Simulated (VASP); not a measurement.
Wanted: the native input for a VASP 6.6.1 run.

```yaml
Task: single point
Functional: PBE
Potentials_or_basis: VASP PAW PBE potentials, release 64 (Si, O)
Cutoff: 520 eV
k_mesh: 6 × 6 × 8
Occupations: gaussian, width 0.05 eV
Spin: no spin polarisation
Dipole_correction: no
Further_INCAR_settings: ALGO = Normal; EDIFF = 1e-06; NBANDS = 25
```

The structure of SiO2 lies in POSCAR:

```
SiO2
1.0
    4.2041000000      0.0000000000      0.0000000000
    0.0000000000      4.2041000000      0.0000000000
    0.0000000000      0.0000000000      2.6897743053
Si O
2 4
Direct
    0.5000000000      0.5000000000      0.5000000000
    0.0000000000      0.0000000000      0.0000000000
    0.6930127928      0.6930127928      0.0000000000
    0.1930127928      0.8069872072      0.5000000000
    0.3069872072      0.3069872072      0.0000000000
    0.8069872072      0.1930127928      0.5000000000
```

One way to write it, as run:

INCAR

```
SYSTEM = SiO2
ALGO = Normal
EDIFF = 1E-6
ENCUT = 520
GGA = PE
ISIF = 2
ISMEAR = 0
LASPH = .True.
LCHARG = .True.
LELF = .True.
LREAL = .False.
LVHAR = .True.
LWAVE = .False.
NBANDS = 25
NELM = 60
PREC = Accurate
SIGMA = 0.05
```

KPOINTS

```
k-points
0
Gamma
  6 6 8
  0 0 0
```

Potentials or basis: VASP PAW PBE potentials, release 64 (Si, O).

The run is started by

```console
$ cat potpaw_PBE.64/Si/POTCAR potpaw_PBE.64/O/POTCAR > POTCAR
$ mpirun -np 1 vasp_std > vasp.out
```

Results of the run:

* Pressure: 4.5 GPa
* Largest force: 0.175 eV/Å
* Band gap on the k mesh: 5.26 eV

Caveat: the cell stands under pressure.

Wall time 62 s on 1 thread of Intel Xeon 8259CL (shared host), peak memory 0.18 GiB.
